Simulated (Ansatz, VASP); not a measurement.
# One calculation of Si2W, two programs

The input INCAR:

```
ALGO = Normal
EDIFF = 1E-6
EDIFFG = -0.005
ENCUT = 600
GGA = PE
IBRION = 2
ISIF = 3
ISMEAR = 0
LASPH = True
LCHARG = False
LREAL = False
LWAVE = False
NELM = 100
NSW = 100
PREC = Accurate
SIGMA = 0.1
```

File KPOINTS:

```
k-points
0
Gamma
  18 18 18
```

Contents of POSCAR:

```
Si2W
1.0
   -1.6069000000      1.6069000000      3.9149500000
    1.6069000000     -1.6069000000      3.9149500000
    1.6069000000      1.6069000000     -3.9149500000
Si W
2 1
Direct
    0.3347000000      0.3347000000      0.0000000000
    0.6653000000      0.6653000000      0.0000000000
    0.0000000000      0.0000000000      0.0000000000
```

Input for Ansatz:

```yaml
crystal:
  lattice:
    - [-1.6069, 1.6069, 3.91495]
    - [1.6069, -1.6069, 3.91495]
    - [1.6069, 1.6069, -3.91495]
  atoms:
    - { symbol: Si, position: [0.3347, 0.3347, 0.0] }
    - { symbol: Si, position: [0.6653, 0.6653, 0.0] }
    - { symbol: W, position: [0.0, 0.0, 0.0] }
basis:
  ecutwfc: 420
kpoints:
  mp_grid: { grid: [18, 18, 18] }
hamiltonian:
  xc: pbe
scf:
  occupations: { method: gaussian, width: 0.1 }
output:
  forces: true
  stress: true
  eigenvalues: true
  write_density: true
  write_potential: true
  elf: true
  volumetric_format: npy
relax:
  adjacent_minimum: "off"
  f_tol: 0.005
  max_steps: 80
  cell: { stress_tol: 0.05 }
```

Alike in both runs: task relaxation of cell and atoms; functional PBE; k mesh 18 × 18 × 18; occupations gaussian, width 0.1 eV; no spin polarisation.

```csv
,VASP,Ansatz
version,VASP 6.6.1,Ansatz 0.2.0
potentials or method,"VASP PAW PBE potentials, release 64 (Si, W_sv), cutoff 600 eV","scalar-relativistic, plane waves, PAW"
valence electrons in the cell,22,22
```

|  | VASP | Ansatz | Ansatz less VASP |
| --- | --- | --- | --- |
| gap on the k mesh at the Fermi level, each at its own relaxed structure (eV) | none | none | - |
| relaxed volume (Å³/atom) | 13.68 | 13.67 | -0.008 |
| relaxed cell length with the largest relative difference (Å) | 4.549 | 4.548 | -0.0005 |

A gap of «none» marks a metal or a gap that the smearing closes.

Spin-orbit coupling is off throughout.
